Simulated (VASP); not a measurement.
# SiO2 (P4_12_12) in VASP: a series of runs

The runs below take SiO2 through single point, with r2SCAN.

All numbers are computed with VASP 6.6.1; they aren't measurements. Logs are shortened: lines on timing, memory, paths and dates and some standing lists are left out, and cuts for length are marked.

## 1. The cell of the first run

The structure is tetragonal, space group P4_12_12 (No. 92). Conventional cell: a = 4.985 Å, b = 4.985 Å, c = 6.927 Å, α = 90.00°, β = 90.00°, γ = 90.00°. Within 2.1 Å of Si (site symmetry 2) lie 4 O at 1.61 Å. Within 2.1 Å of O (site symmetry 1) lie 2 Si at 1.61 Å.

## 2. Single point, r2SCAN

POSCAR

```
SiO2
1.0
    4.9850712000      0.0000000000      0.0000000000
    0.0000000000      4.9850712000      0.0000000000
    0.0000000000      0.0000000000      6.9272457100
Si O
4 8
Direct
    0.3017450600      0.3017450600      0.0000000000
    0.1982549400      0.8017450600      0.2500000000
    0.6982549400      0.6982549400      0.5000000000
    0.8017450600      0.1982549400      0.7500000000
    0.2384469200      0.1079385400      0.1808244300
    0.3920614600      0.7384469200      0.4308244300
    0.7615530800      0.8920614600      0.6808244300
    0.6079385400      0.2615530800      0.9308244300
    0.7384469200      0.3920614600      0.5691755700
    0.8920614600      0.7615530800      0.3191755700
    0.2615530800      0.6079385400      0.0691755700
    0.1079385400      0.2384469200      0.8191755700
```

INCAR.step1

```
PREC     = Accurate       # precision mode
ENCUT    = 520            # plane-wave cutoff, eV
ISMEAR   = -1             # smearing method
SIGMA    = 0.02           # smearing width, eV
LREAL    = F              # projectors in reciprocal space
LASPH    = T              # aspherical terms in the spheres
NELM     = 100            # most SCF steps
NBANDS   = 44             # bands
GGA      = PE             # functional
ALGO     = Normal         # electronic algorithm
EDIFF    = 1E-4           # SCF threshold, eV
LWAVE    = T              # write WAVECAR
LCHARG   = F              # write CHGCAR
```

INCAR.step2

```
PREC     = Accurate       # precision mode
ENCUT    = 520            # plane-wave cutoff, eV
EDIFF    = 1E-6           # SCF threshold, eV
ISMEAR   = -1             # smearing method
SIGMA    = 0.02           # smearing width, eV
LREAL    = F              # projectors in reciprocal space
LASPH    = T              # aspherical terms in the spheres
NELM     = 100            # most SCF steps
ALGO     = Normal         # electronic algorithm
ISIF     = 2              # what is computed and relaxed
LWAVE    = F              # write WAVECAR
LCHARG   = F              # write CHGCAR
METAGGA  = R2SCAN         # meta-GGA
LMIXTAU  = T            
NBANDS   = 44             # bands
ISTART   = 1
```

KPOINTS

```
regular mesh
0
Gamma
  6 6 4
```

Potentials or basis: VASP PAW PBE potentials, release 64 (Si, O).

Started as:

```bash
$ cat potpaw_PBE.64/Si/POTCAR potpaw_PBE.64/O/POTCAR > POTCAR
$ cp INCAR.step1 INCAR
$ mpirun -np 1 vasp_std > vasp.out
$ cp INCAR.step2 INCAR
$ mpirun -np 1 vasp_std > vasp.out
```

OUTCAR:

```text
PREC = Accurate
   ENCUT = 520
   EDIFF = 1E-6
   ISMEAR = -1
   LREAL = F
   LASPH = T
   NELM = 100
   ISIF = 2
   METAGGA = R2SCAN
   ISTART = 1

 ion  position               nearest neighbor table
   1  0.302  0.302  0.000-   8 1.61  11 1.61   5 1.61  12 1.61   2 3.08   4 3.08   2 3.08   4 3.08

   2  0.198  0.802  0.250-   5 1.61  10 1.61   6 1.61  11 1.61   1 3.08   3 3.08   1 3.08   3 3.08

   3  0.698  0.698  0.500-   6 1.61   9 1.61   7 1.61  10 1.61   2 3.08   4 3.08   4 3.08   2 3.08

   4  0.802  0.198  0.750-   7 1.61  12 1.61   9 1.61   8 1.61   1 3.08   3 3.08   3 3.08   1 3.08

   5  0.238  0.108  0.181-   2 1.61   1 1.61
   6  0.392  0.738  0.431-   3 1.61   2 1.61
   7  0.762  0.892  0.681-   4 1.61   3 1.61
   8  0.608  0.262  0.931-   1 1.61   4 1.61
   9  0.738  0.392  0.569-   3 1.61   4 1.61
  10  0.892  0.762  0.319-   2 1.61   3 1.61
  11  0.262  0.608  0.069-   1 1.61   2 1.61
  12  0.108  0.238  0.819-   4 1.61   1 1.61

  LATTYP: Found a simple tetragonal cell.
 ALAT       =     4.9850712000
 C/A-ratio  =     1.3895981486

  Lattice vectors:

 A1 = (   4.9850712000,   0.0000000000,   0.0000000000)
 A2 = (   0.0000000000,   4.9850712000,   0.0000000000)
 A3 = (   0.0000000000,   0.0000000000,   6.9272457100)

Analysis of symmetry for initial positions (statically):
=====================================================================
 Subroutine PRICEL returns:
 Original cell was already a primitive cell.

 Routine SETGRP: Setting up the symmetry group for a
 simple tetragonal supercell.

 Subroutine GETGRP returns: Found  8 space group operations
 (whereof  2 operations were pure point group operations)
 out of a pool of 16 trial point group operations.

The static configuration has the point symmetry C_2 .
 The point group associated with its full space group is D_4 .

Analysis of symmetry for dynamics (positions and initial velocities):
=====================================================================
 Subroutine PRICEL returns:
 Original cell was already a primitive cell.

 Routine SETGRP: Setting up the symmetry group for a
 simple tetragonal supercell.

 Subroutine GETGRP returns: Found  8 space group operations
 (whereof  2 operations were pure point group operations)
 out of a pool of 16 trial point group operations.

The dynamic configuration has the point symmetry C_2 .
 The point group associated with its full space group is D_4 .

 Subroutine INISYM returns: Found  8 space group operations
 (whereof  2 operations are pure point group operations),
 and found     1 'primitive' translations

----------------------------------------------------------------------------------------

                                     Primitive cell

  volume of cell :     172.1485

  direct lattice vectors                    reciprocal lattice vectors
     4.985071200  0.000000000  0.000000000     0.200598940  0.000000000  0.000000000
     0.000000000  4.985071200  0.000000000     0.000000000  0.200598940  0.000000000
     0.000000000  0.000000000  6.927245710     0.000000000  0.000000000  0.144357518

  length of vectors
     4.985071200  4.985071200  6.927245710     0.200598940  0.200598940  0.144357518

  position of ions in fractional coordinates (direct lattice)
     0.301745060  0.301745060  0.000000000
     0.198254940  0.801745060  0.250000000
     0.698254940  0.698254940  0.500000000
     0.801745060  0.198254940  0.750000000
     0.238446920  0.107938540  0.180824430
     0.392061460  0.738446920  0.430824430
     0.761553080  0.892061460  0.680824430
     0.607938540  0.261553080  0.930824430
     0.738446920  0.392061460  0.569175570
     0.892061460  0.761553080  0.319175570
     0.261553080  0.607938540  0.069175570
     0.107938540  0.238446920  0.819175570

  ion indices of the primitive-cell ions
   primitive index   ion index
                 1           1
                 2           2
                 3           3
                 4           4
                 5           5
                 6           6
                 7           7
                 8           8
                 9           9
                10          10
                11          11
                12          12

----------------------------------------------------------------------------------------

 KPOINTS: regular mesh

Automatic generation of k-mesh.
 Grid dimensions read from file:
 generate k-points for:    6    6    4

 Generating k-lattice:

  Cartesian coordinates                     Fractional coordinates (reciprocal lattice)
     0.033433157  0.000000000  0.000000000     0.166666667  0.000000000  0.000000000
     0.000000000  0.033433157  0.000000000     0.000000000  0.166666667  0.000000000
     0.000000000  0.000000000  0.036089380     0.000000000  0.000000000  0.250000000

  Length of vectors
     0.033433157  0.033433157  0.036089380

  Shift w.r.t. Gamma in fractional coordinates (k-lattice)
     0.000000000  0.000000000  0.000000000

 Subroutine IBZKPT returns following result:
 ===========================================

 Found     30 irreducible k-points:

 Following reciprocal coordinates:
            Coordinates               Weight
  0.000000  0.000000  0.000000      1.000000
  0.166667  0.000000  0.000000      4.000000
  0.333333  0.000000  0.000000      4.000000
  0.500000  0.000000  0.000000      2.000000
  0.166667  0.166667  0.000000      4.000000
  0.333333  0.166667  0.000000      8.000000
[... 16 lines left out ...]
  0.333333  0.000000  0.500000      4.000000
  0.500000  0.000000  0.500000      2.000000
 [... further k-points ...]
   k-points           NKPTS =     30   k-points in BZ     NKDIM =     30   number of bands    NBANDS=     44
   number of dos      NEDOS =    301   number of ions     NIONS =     12
   total plane-waves  NPLWV =  86400
   dimension x,y,z NGX =    40 NGY =   40 NGZ =   54
   dimension x,y,z NGXF=    80 NGYF=   80 NGZF=  108
   ions per type =               4   8
   NGX,Y,Z   is equivalent  to a cutoff of  13.34, 13.34, 12.96 a.u.
   NGXF,Y,Z  is equivalent  to a cutoff of  26.68, 26.68, 25.92 a.u.
 SYSTEM =  unknown system
   PREC   = accura    normal or accurate (medium, high low for compatibility)
   ISTART =      1    job   : 0-new  1-cont  2-samecut
   ICHARG =      0    charge: 1-file 2-atom 10-const
   ISPIN  =      1    spin polarized calculation?
   LNONCOLLINEAR =      F non collinear calculations
   LSORBIT =      F    spin-orbit coupling
   LASPH  =      T    aspherical Exc in radial PAW
   ENCUT  =  520.0 eV  38.22 Ry    6.18 a.u.   9.27  9.27 12.88*2*pi/ulx,y,z
   NELM   =    100;   NELMIN=  2; NELMDL=  0     # of ELM steps
   EDIFF  = 0.1E-05   stopping-criterion for ELM
   LREAL  =      F    real-space projection
   EDIFFG = 0.1E-04   stopping-criterion for IOM
   NSW    =      0    number of steps for IOM
   IBRION =     -1    ionic relax: 0-MD 1-quasi-New 2-CG
   NFREE  =      0    steps in history (QN), initial steepest desc. (CG)
   ISIF   =      2    stress and relaxation
   ISYM   =      2    0-nonsym 1-usesym 2-fastsym
   POTIM  = 0.5000    time-step for ionic-motion
   TEBEG  =    0.0;   TEEND  =   0.0 temperature during run
   PSTRESS=    0.0 pullay stress
   NELECT =      64.0000    total number of electrons
   NUPDOWN=      -1.0000    fix difference up-down
   EMIN   =  10.00;   EMAX   =-10.00  energy-range for DOS
   EFERMI =   0.00;   METHOD = LEGACY
   ISMEAR =    -1;   SIGMA  =   0.02  broadening in eV -4-tet -1-fermi 0-gaus
   EFERMI_NEDOS =   21; number of points for ismear=-14 and -15
   IALGO  =     38    algorithm
   IMIX   =      4    mixing-type and parameters
     AMIX     =   0.40;   BMIX     =  1.00
     AMIX_MAG =   1.60;   BMIX_MAG =  1.00
  volume/ion in A,a.u.               =      14.35        96.81
  Fermi-wavevector in a.u.,A,eV,Ry     =   1.177155  2.224501 18.853515  1.385694
  Thomas-Fermi vector in A             =   2.313507
   LORBIT       =      0    0 simple, 1 ext, 2 COOP (PROOUT), +10 PAW based schemes
   METAGGA = R2SCAN    functional components
   LHFCALC =     F    Hartree Fock is set to
   AEXX    =    0.0000 exact exchange contribution
   IVDW    =     0    specifies the selected vdW correction
   LEPSILON=     F    determine dielectric tensor
   LRPA    =     F    only Hartree local field effects (RPA)
 non-spin polarized calculation
  energy-cutoff  :      520.00
  volume of cell :      172.15
 maximum number of plane-waves:      4674
 NGX is ok and might be reduce to    40
   NGX = 19   NGY = 19   NGZ = 25

 number of electron      63.9999968 magnetization

 Free energy of the ion-electron system (eV)
  ---------------------------------------------------
  ext. energy  EPLUGINS =         0.00000000
  ---------------------------------------------------
  free energy    TOTEN  =      -119.16555096 eV

  energy without entropy =     -119.16555096  energy(sigma->0) =     -119.16555096

 E-fermi :   0.1473     XC(G=0):  -8.8644

 val. band max:       -0.3328212399   @ k =   0.0000   0.0000   0.0000
 cond. band min:       6.0074330620   @ k =   0.0000   0.0000   0.0000
 fundamental gap:      6.3402543019
 Fermi energy:         0.1472638634

 k-point     1 :       0.0000    0.0000    0.0000
  band No.  band energies     occupation
      1     -20.7799      2.00000
      2     -19.8805      2.00000
      3     -19.8805      2.00000
      4     -18.7481      2.00000
      5     -18.7031      2.00000
      6     -18.6979      2.00000
[... 36 lines left out ...]
     43      11.9653      0.00000
     44      12.2198      0.00000

 k-point     2 :       0.1667    0.0000    0.0000
  band No.  band energies     occupation
      1     -20.7219      2.00000
      2     -19.9388      2.00000
      3     -19.8125      2.00000
      4     -18.7860      2.00000
      5     -18.7516      2.00000
      6     -18.7161      2.00000
[... 36 lines left out ...]
     43      11.9328      0.00000
     44      12.1607      0.00000

 k-point     3 :       0.3333    0.0000    0.0000
  band No.  band energies     occupation
      1     -20.5604      2.00000
      2     -20.1039      2.00000
      3     -19.6201      2.00000
      4     -19.0311      2.00000
      5     -18.7589      2.00000
      6     -18.7454      2.00000
[... 976 lines left out ...]
     43      12.0332      0.00000
     44      12.0332      0.00000

 k-point    24 :       0.5000    0.0000    0.5000
  band No.  band energies     occupation
      1     -20.3279      2.00000
      2     -20.3279      2.00000
      3     -19.3583      2.00000
      4     -19.3583      2.00000
      5     -18.7458      2.00000
      6     -18.7458      2.00000
[... 36 lines left out ...]
     43      12.0677      0.00000
     44      12.0677      0.00000

 [... further k-points ...]

------------------------ aborting loop because EDIFF is reached ----------------------------------------

  FORCE on cell =-STRESS in cart. coord.  units (eV):
  Direction    XX          YY          ZZ          XY          YZ          ZX
  --------------------------------------------------------------------------------------
  -------------------------------------------------------------------------------------
  Total        0.1815014      0.1815014      0.1152646      0.0000000      0.0000000     -0.0000000
  in kB        1.6892241      1.6892241      1.0727618      0.0000000      0.0000000     -0.0000000
  external PRESSURE =       1.4837366 kB  Pullay stress =       0.0000000 kB

 VOLUME and BASIS-vectors are now :
 -----------------------------------------------------------------------------
  energy-cutoff  :      520.00
  volume of cell :      172.15
      direct lattice vectors                 reciprocal lattice vectors
     4.985071200  0.000000000  0.000000000     0.200598940  0.000000000  0.000000000
     0.000000000  4.985071200  0.000000000     0.000000000  0.200598940  0.000000000
     0.000000000  0.000000000  6.927245710     0.000000000  0.000000000  0.144357518

 POSITION                                       TOTAL-FORCE (eV/Angst)
 -----------------------------------------------------------------------------------
      1.50422      1.50422      0.00000         0.021144      0.021144      0.000000
      0.98831      3.99676      1.73181        -0.021144      0.021144     -0.000000
      3.48085      3.48085      3.46362        -0.021144     -0.021144      0.000000
      3.99676      0.98831      5.19543         0.021144     -0.021144     -0.000000
      1.18867      0.53808      1.25262         0.000100      0.001448     -0.005474
      1.95445      3.68121      2.98443        -0.001448      0.000100     -0.005474
      3.79640      4.44699      4.71624        -0.000100     -0.001448     -0.005474
      3.03062      1.30386      6.44805         0.001448     -0.000100     -0.005474
      3.68121      1.95445      3.94282         0.000100     -0.001448      0.005474
      4.44699      3.79640      2.21101        -0.001448     -0.000100      0.005474
      1.30386      3.03062      0.47920        -0.000100      0.001448      0.005474
      0.53808      1.18867      5.67463         0.001448      0.000100      0.005474
 -----------------------------------------------------------------------------------
    total drift:                               -0.000000      0.000000      0.000000

  FREE ENERGIE OF THE ION-ELECTRON SYSTEM (eV)
  ---------------------------------------------------
  free  energy   TOTEN  =      -119.1655509603 eV

  energy  without entropy=     -119.1655509603  energy(sigma->0) =     -119.16555096
```

Wall time 6.8 min (1 thread of AMD EPYC 9R45 (Zen 5), shared host); peak memory 0.36 GiB.

Results:

| Item | Value |
| --- | --- |
| Free energy | -119.1656 eV |
| Pressure | 0.1 GPa |
| Largest force | 0.030 eV/Å |
| Band gap on the k mesh | 6.34 eV |

Forces on the atoms (eV/Å):
```
Si   0.021  0.021  0.000
Si  -0.021  0.021  0.000
Si  -0.021 -0.021  0.000
Si   0.021 -0.021  0.000
O    0.000  0.001 -0.005
O   -0.001  0.000 -0.005
O    0.000 -0.001 -0.005
O    0.001  0.000 -0.005
O    0.000 -0.001  0.005
O   -0.001  0.000  0.005
O    0.000  0.001  0.005
O    0.001  0.000  0.005
```

Levels at points of the mesh, in eV from the valence-band top:
| k point | band 28 | band 29 | band 30 | band 31 | band 32 | band 33 | band 34 | band 35 | band 36 | band 37 |
| --- | --- | --- | --- | --- | --- | --- | --- | --- | --- | --- |
| (0.00, 0.00, 0.00) | -1.26 | -0.69 | -0.30 | -0.30 | 0.00 | 6.34 | 9.63 | 9.63 | 10.10 | 10.10 |
| (0.50, 0.00, 0.00) | -1.02 | -0.65 | -0.65 | -0.50 | -0.50 | 8.45 | 8.45 | 10.04 | 10.04 | 10.62 |
| (0.50, 0.50, 0.00) | -1.35 | -0.60 | -0.60 | -0.55 | -0.55 | 9.44 | 9.44 | 9.63 | 9.63 | 10.60 |
| (0.00, 0.00, 0.50) | -0.84 | -0.54 | -0.54 | -0.40 | -0.40 | 7.62 | 7.62 | 10.32 | 10.32 | 10.56 |
| (0.50, 0.00, 0.50) | -1.01 | -0.94 | -0.94 | -0.18 | -0.18 | 8.89 | 8.89 | 9.59 | 9.59 | 10.08 |
| (0.50, 0.50, 0.50) | -1.36 | -0.62 | -0.62 | -0.62 | -0.62 | 9.97 | 9.97 | 9.97 | 9.97 | 10.61 |

Caveat: the PAW data sets were made with another functional, which shifts forces and pressure a little. A k mesh can miss the band edges.

## 3. Single point, r2SCAN

This run uses another cell than the first one, of 14.63 Å³/atom.

POSCAR

```
SiO2
1.0
    5.0180858800      0.0000000000      0.0000000000
    0.0000000000      5.0180858800      0.0000000000
    0.0000000000      0.0000000000      6.9731228500
Si O
4 8
Direct
    0.2984137613      0.2984137613      0.0000000000
    0.2015862387      0.7984137613      0.2500000000
    0.7015862387      0.7015862387      0.5000000000
    0.7984137613      0.2015862387      0.7500000000
    0.2397746046      0.1012454033      0.1777095715
    0.3987545967      0.7397746046      0.4277095715
    0.7602253954      0.8987545967      0.6777095715
    0.6012454033      0.2602253954      0.9277095715
    0.7397746046      0.3987545967      0.5722904285
    0.8987545967      0.7602253954      0.3222904285
    0.2602253954      0.6012454033      0.0722904285
    0.1012454033      0.2397746046      0.8222904285
```

INCAR.step1

```
SYSTEM = SiO2
  PREC = Accurate
  ENCUT = 520
  ISMEAR = -1
  SIGMA = 0.02
  LREAL = .FALSE.
  LASPH = .TRUE.
  NELM = 80
  NBANDS = 44
  GGA = PE
  ALGO = Normal
  EDIFF = 1E-4
  LWAVE = .TRUE.
  LCHARG = .FALSE.
```

INCAR.step2

```
SYSTEM = SiO2
  PREC = Accurate
  ENCUT = 520
  EDIFF = 1E-7
  ISMEAR = -1
  SIGMA = 0.02
  LREAL = .FALSE.
  LASPH = .TRUE.
  NELM = 80
  ALGO = Normal
  ISIF = 2
  LWAVE = .FALSE.
  LCHARG = .TRUE.
  METAGGA = R2SCAN
  LMIXTAU = .TRUE.
  LELF = .TRUE.
  LVHAR = .TRUE.
  NBANDS = 44
  ISTART = 1
```

KPOINTS

```
Automatic mesh
0
G
  6 6 4
  0 0 0
```

Potentials or basis: VASP PAW PBE potentials, release 64 (Si, O).

Started as:

```bash
$ cat potpaw_PBE.64/Si/POTCAR potpaw_PBE.64/O/POTCAR > POTCAR
$ cp INCAR.step1 INCAR
$ mpirun -np 1 vasp_std > vasp.out
$ cp INCAR.step2 INCAR
$ mpirun -np 1 vasp_std > vasp.out
```

Wall time 8.1 min (1 thread of AMD EPYC 9R45 (Zen 5), shared host); peak memory 0.36 GiB.

The run converged. Its results:

```
Free energy            : -119.1681 eV
Pressure               : -0.2 GPa
Largest force          : 0.032 eV/Å
Band gap on the k mesh : 6.30 eV
```

Forces on the atoms (eV/Å):
```
Si   0.022  0.022  0.000
Si  -0.022  0.022  0.000
Si  -0.022 -0.022  0.000
Si   0.022 -0.022  0.000
O   -0.002 -0.003 -0.007
O    0.003 -0.002 -0.007
O    0.002  0.003 -0.007
O   -0.003  0.002 -0.007
O   -0.002  0.003  0.007
O    0.003  0.002  0.007
O    0.002 -0.003  0.007
O   -0.003 -0.002  0.007
```

Stress tensor (GPa, compression positive):
```
-0.23  0.00  0.00
 0.00 -0.23  0.00
 0.00  0.00 -0.12
```

Levels at points of the mesh, in eV from the valence-band top:
| k point | band 29 | band 30 | band 31 | band 32 | band 33 | band 34 | band 35 | band 36 |
| --- | --- | --- | --- | --- | --- | --- | --- | --- |
| (0.00, 0.00, 0.00) | -0.69 | -0.28 | -0.28 | 0.00 | 6.30 | 9.58 | 9.58 | 10.01 |
| (0.50, 0.00, 0.00) | -0.65 | -0.65 | -0.48 | -0.48 | 8.38 | 8.38 | 10.00 | 10.00 |
| (0.50, 0.50, 0.00) | -0.60 | -0.60 | -0.56 | -0.56 | 9.39 | 9.39 | 9.56 | 9.56 |
| (0.00, 0.00, 0.50) | -0.53 | -0.53 | -0.41 | -0.41 | 7.55 | 7.55 | 10.34 | 10.34 |
| (0.50, 0.00, 0.50) | -0.95 | -0.95 | -0.17 | -0.17 | 8.82 | 8.82 | 9.47 | 9.47 |
| (0.50, 0.50, 0.50) | -0.64 | -0.64 | -0.64 | -0.64 | 9.91 | 9.91 | 9.91 | 9.91 |

Caveat: the PAW data sets were made with another functional, which shifts forces and pressure a little. A k mesh can miss the band edges.
